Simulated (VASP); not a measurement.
# Au (P-1) in VASP: single point with PBE

Aim: the single point of Au with PBE.

Program: VASP 6.6.1. These are calculated values, not measurements. Logs are shortened: lines on timing, memory, paths and dates and some standing lists are left out, and cuts for length are marked.

## (1) The cell of the first run

The typed cell holds 2 atoms: a = 2.687 Å, b = 2.777 Å, c = 4.967 Å, α = 103.31°, β = 100.19°, γ = 90.70°.

## (2) Single point, PBE (strained)

File INCAR:

```
SYSTEM = Au
PREC = Accurate
ENCUT = 520
EDIFF = 1E-6
ISMEAR = 0
SIGMA = 0.1
LREAL = .False.
LASPH = .True.
NELM = 100
ALGO = Fast
ISIF = 2
LWAVE = .False.
LCHARG = .True.
GGA = PE
LELF = .True.
LVHAR = .True.
NBANDS = 18
```

File KPOINTS:

```
Automatic mesh
0
Gamma
  16 16 8
  0 0 0
```

File POSCAR:

```
Au
1.0
    2.6861454906     -0.0106988584      0.0563097812
   -0.0230768607      2.7768544569      0.0029840996
   -0.9826320607     -1.1571927353      4.7296698127
Au
2
Direct
    0.2852193885      0.3434456252      0.7046446962
    0.7147806115      0.6565543748      0.2953553038
```

Potentials or basis: VASP PAW PBE potentials, release 64 (Au).

Run with:

```sh
cat potpaw_PBE.64/Au/POTCAR > POTCAR
mpirun -np 1 vasp_std > vasp.out
```

OUTCAR:

```text
SYSTEM = Au
   PREC = Accurate
   ENCUT = 520
   EDIFF = 1E-6
   ISMEAR = 0
   LREAL = .False.
   LASPH = .True.
   NELM = 100
   ISIF = 2
   GGA = PE

 ion  position               nearest neighbor table
   1  0.285  0.343  0.705-   2 2.64   2 2.68   2 2.80   2 2.86   2 2.88   2 3.49
   2  0.715  0.657  0.295-   1 2.64   1 2.68   1 2.80   1 2.86   1 2.88   1 3.49

  LATTYP: Found a triclinic cell.
 ALAT       =     5.1022316275
 B/A-ratio  =     0.5442622269
 C/A-ratio  =     0.5265846665
 COS(alpha) =     0.0122676593
 COS(beta)  =     0.1788906254
 COS(gamma) =     0.3200654634

  Lattice vectors:

 A1 = (  -1.0057089214,   1.6196617216,   4.7326539123)
 A2 = (  -0.0230768607,   2.7768544569,   0.0029840996)
 A3 = (  -2.6861454906,   0.0106988584,  -0.0563097812)

Analysis of symmetry for initial positions (statically):
=====================================================================
 Subroutine PRICEL returns:
 Original cell was already a primitive cell.

 Routine SETGRP: Setting up the symmetry group for a
 triclinic supercell.

 Subroutine GETGRP returns: Found  2 space group operations
 (whereof  2 operations were pure point group operations)
 out of a pool of  2 trial point group operations.

The static configuration has the point symmetry S_2 .

Analysis of symmetry for dynamics (positions and initial velocities):
=====================================================================
 Subroutine PRICEL returns:
 Original cell was already a primitive cell.

 Routine SETGRP: Setting up the symmetry group for a
 triclinic supercell.

 Subroutine GETGRP returns: Found  2 space group operations
 (whereof  2 operations were pure point group operations)
 out of a pool of  2 trial point group operations.

The dynamic configuration has the point symmetry S_2 .

 Subroutine INISYM returns: Found  2 space group operations
 (whereof  2 operations are pure point group operations),
 and found     1 'primitive' translations

----------------------------------------------------------------------------------------

                                     Primitive cell

  volume of cell :      35.4421

  direct lattice vectors                    reciprocal lattice vectors
     2.686145491 -0.010698858  0.056309781     0.370662885  0.002996825  0.077741820
    -0.023076861  2.776854457  0.002984100    -0.000410789  0.360021721  0.087999983
    -0.982632061 -1.157192735  4.729669813    -0.004412722 -0.000262828  0.210450161

  length of vectors
     2.686756940  2.776951948  4.967337046     0.378739681  0.370620837  0.210496583

  position of ions in fractional coordinates (direct lattice)
     0.285219389  0.343445625  0.704644696
     0.714780611  0.656554375  0.295355304

  ion indices of the primitive-cell ions
   primitive index   ion index
                 1           1
                 2           2

----------------------------------------------------------------------------------------

 KPOINTS: Automatic mesh

Automatic generation of k-mesh.
 Grid dimensions read from file:
 generate k-points for:   16   16    8

 Generating k-lattice:

  Cartesian coordinates                     Fractional coordinates (reciprocal lattice)
     0.023166430  0.000187302  0.004858864     0.062500000 -0.000000000  0.000000000
    -0.000025674  0.022501358  0.005499999     0.000000000  0.062500000  0.000000000
    -0.000551590 -0.000032854  0.026306270     0.000000000  0.000000000  0.125000000

  Length of vectors
     0.023671230  0.023163802  0.026312073

  Shift w.r.t. Gamma in fractional coordinates (k-lattice)
     0.000000000  0.000000000  0.000000000

 Subroutine IBZKPT returns following result:
 ===========================================

 Found   1028 irreducible k-points:

 Following reciprocal coordinates:
            Coordinates               Weight
  0.000000  0.000000  0.000000      1.000000
  0.062500  0.000000  0.000000      2.000000
  0.125000  0.000000  0.000000      2.000000
  0.187500 -0.000000  0.000000      2.000000
  0.250000  0.000000  0.000000      2.000000
  0.312500  0.000000  0.000000      2.000000
[... 16 lines left out ...]
 -0.187500  0.062500  0.000000      2.000000
 -0.125000  0.062500  0.000000      2.000000
 [... further k-points ...]
   k-points           NKPTS =   1028   k-points in BZ     NKDIM =   1028   number of bands    NBANDS=     18
   number of dos      NEDOS =    301   number of ions     NIONS =      2
   total plane-waves  NPLWV =  19200
   dimension x,y,z NGX =    20 NGY =   24 NGZ =   40
   dimension x,y,z NGXF=    40 NGYF=   48 NGZF=   80
   ions per type =               2
   NGX,Y,Z   is equivalent  to a cutoff of  12.38, 14.37, 13.39 a.u.
   NGXF,Y,Z  is equivalent  to a cutoff of  24.75, 28.74, 26.77 a.u.
 SYSTEM =  Au
   PREC   = accura    normal or accurate (medium, high low for compatibility)
   ISTART =      0    job   : 0-new  1-cont  2-samecut
   ICHARG =      2    charge: 1-file 2-atom 10-const
   ISPIN  =      1    spin polarized calculation?
   LNONCOLLINEAR =      F non collinear calculations
   LSORBIT =      F    spin-orbit coupling
   LASPH  =      T    aspherical Exc in radial PAW
   ENCUT  =  520.0 eV  38.22 Ry    6.18 a.u.   5.00  5.16  9.24*2*pi/ulx,y,z
   NELM   =    100;   NELMIN=  2; NELMDL= -5     # of ELM steps
   EDIFF  = 0.1E-05   stopping-criterion for ELM
   LREAL  =      F    real-space projection
   EDIFFG = 0.1E-04   stopping-criterion for IOM
   NSW    =      0    number of steps for IOM
   IBRION =     -1    ionic relax: 0-MD 1-quasi-New 2-CG
   NFREE  =      0    steps in history (QN), initial steepest desc. (CG)
   ISIF   =      2    stress and relaxation
   ISYM   =      2    0-nonsym 1-usesym 2-fastsym
   POTIM  = 0.5000    time-step for ionic-motion
   TEBEG  =    0.0;   TEEND  =   0.0 temperature during run
   PSTRESS=    0.0 pullay stress
   NELECT =      22.0000    total number of electrons
   NUPDOWN=      -1.0000    fix difference up-down
   EMIN   =  10.00;   EMAX   =-10.00  energy-range for DOS
   EFERMI =   0.00;   METHOD = LEGACY
   ISMEAR =     0;   SIGMA  =   0.10  broadening in eV -4-tet -1-fermi 0-gaus
   EFERMI_NEDOS =   21; number of points for ismear=-14 and -15
   IALGO  =     68    algorithm
   IMIX   =      4    mixing-type and parameters
     AMIX     =   0.40;   BMIX     =  1.00
     AMIX_MAG =   1.60;   BMIX_MAG =  1.00
  volume/ion in A,a.u.               =      17.72       119.59
  Fermi-wavevector in a.u.,A,eV,Ry     =   1.396506  2.639013 26.534466  1.950228
  Thomas-Fermi vector in A             =   2.519853
   LORBIT       =      0    0 simple, 1 ext, 2 COOP (PROOUT), +10 PAW based schemes
   GGA     = PE    functional components
   LHFCALC =     F    Hartree Fock is set to
   AEXX    =    0.0000 exact exchange contribution
   IVDW    =     0    specifies the selected vdW correction
   LEPSILON=     F    determine dielectric tensor
   LRPA    =     F    only Hartree local field effects (RPA)
 non-spin polarized calculation
 RMM-DIIS sequential band-by-band and
 Gauss-broadening in eV      SIGMA  =   0.10
  energy-cutoff  :      520.00
  volume of cell :       35.44
 maximum number of plane-waves:       971
   NGX =  9   NGY = 11   NGZ = 19

 number of electron      21.9999996 magnetization

 Free energy of the ion-electron system (eV)
  ---------------------------------------------------
  ext. energy  EPLUGINS =         0.00000000
  ---------------------------------------------------
  free energy    TOTEN  =        -5.78928710 eV

  energy without entropy =       -5.78638495  energy(sigma->0) =       -5.78783602

 E-fermi :   8.8088     XC(G=0): -12.3528

 val. band max:        8.8053534445   @ k =  -0.2500   0.4375   0.1250
 cond. band min:       8.8167302066   @ k =  -0.3125   0.2500   0.5000
 fundamental gap:      0.0113767621
 Fermi energy:         8.8087641595

 k-point     1 :       0.0000    0.0000    0.0000
  band No.  band energies     occupation
      1      -0.9105      2.00000
      2       1.5018      2.00000
      3       1.9039      2.00000
      4       2.9916      2.00000
      5       4.0855      2.00000
      6       4.7583      2.00000
[... 10 lines left out ...]
     17      25.3067      0.00000
     18      26.8400      0.00000

 k-point     2 :       0.0625    0.0000    0.0000
  band No.  band energies     occupation
      1      -0.8006      2.00000
      2       1.6145      2.00000
      3       1.9335      2.00000
      4       3.0567      2.00000
      5       4.1015      2.00000
      6       4.7542      2.00000
[... 10 lines left out ...]
     17      25.4538      0.00000
     18      26.6216      0.00000

 k-point     3 :       0.1250    0.0000    0.0000
  band No.  band energies     occupation
      1      -0.4838      2.00000
      2       1.8756      2.00000
      3       2.0789      2.00000
      4       3.2353      2.00000
      5       4.1506      2.00000
      6       4.7356      2.00000
[... 10 lines left out ...]
     17      25.8640      0.00000
     18      26.2828      0.00000

 k-point     4 :       0.1875   -0.0000    0.0000
  band No.  band energies     occupation
      1      -0.0006      2.00000
      2       2.0201      2.00000
      3       2.5364      2.00000
      4       3.4573      2.00000
      5       4.2153      2.00000
      6       4.6821      2.00000
[... 375 lines left out ...]
      4       3.6485      2.00000
      5       4.1783      2.00000
      6       4.4285      2.00000
[... 10 lines left out ...]
     17      24.6331      0.00000
     18      26.3106      0.00000

 k-point    23 :      -0.1875    0.0625    0.0000
  band No.  band energies     occupation
      1       0.0653      2.00000
      2       2.1329      2.00000
      3       2.5581      2.00000
      4       3.5135      2.00000
      5       4.1622      2.00000
      6       4.6083      2.00000
[... 10 lines left out ...]
     17      24.6553      0.00000
     18      26.8602      0.00000

 k-point    24 :      -0.1250    0.0625    0.0000
  band No.  band energies     occupation
      1      -0.4071      2.00000
      2       1.9697      2.00000
      3       2.1221      2.00000
      4       3.2778      2.00000
      5       4.1254      2.00000
      6       4.7069      2.00000
[... 10 lines left out ...]
     17      24.5259      0.00000
     18      27.4144      0.00000

 [... further k-points ...]

------------------------ aborting loop because EDIFF is reached ----------------------------------------

  FORCE on cell =-STRESS in cart. coord.  units (eV):
  Direction    XX          YY          ZZ          XY          YZ          ZX
  --------------------------------------------------------------------------------------
  -------------------------------------------------------------------------------------
  Total        5.5791929      3.9937364      4.0653336     -0.0137183     -0.2806633      1.0066706
  in kB      252.2103761    180.5389745    183.7755625     -0.6201452    -12.6875340     45.5070770
  external PRESSURE =     205.5083044 kB  Pullay stress =       0.0000000 kB

 VOLUME and BASIS-vectors are now :
 -----------------------------------------------------------------------------
  energy-cutoff  :      520.00
  volume of cell :       35.44
      direct lattice vectors                 reciprocal lattice vectors
     2.686145491 -0.010698858  0.056309781     0.370662885  0.002996825  0.077741820
    -0.023076861  2.776854457  0.002984100    -0.000410789  0.360021721  0.087999983
    -0.982632061 -1.157192735  4.729669813    -0.004412722 -0.000262828  0.210450161

 POSITION                                       TOTAL-FORCE (eV/Angst)
 -----------------------------------------------------------------------------------
      0.06581      0.13524      3.34982         0.371948     -0.142268      2.643889
      1.61463      1.47373      1.43914        -0.371948      0.142268     -2.643889
 -----------------------------------------------------------------------------------
    total drift:                               -0.000000      0.000000     -0.000000

  FREE ENERGIE OF THE ION-ELECTRON SYSTEM (eV)
  ---------------------------------------------------
  free  energy   TOTEN  =        -5.7892870980 eV

  energy  without entropy=       -5.7863849498  energy(sigma->0) =       -5.78783602
```

It took 4.1 min on 1 thread of Intel Xeon 6975P-C (Granite Rapids), shared host; peak memory 0.59 GiB.

Results:

```
Free energy            : -5.7893 eV
Pressure               : 20.6 GPa
Largest force          : 2.674 eV/Å
Band gap on the k mesh : zero (bands 11 and 12 overlap by 5.13 eV)
```

Forces in eV/Å, atoms in the order of the input:
```
Au   0.372 -0.142  2.644
Au  -0.372  0.142 -2.644
```

Caveat: the cell differs from its parent crystal (strained); the stress differs along the axes, from 18 to 25 GPa; spin-orbit coupling is left out, which moves the levels of the heavy elements; forces of over 1 eV/Å act on the atoms, so gaps and moduli don't describe the material at rest.
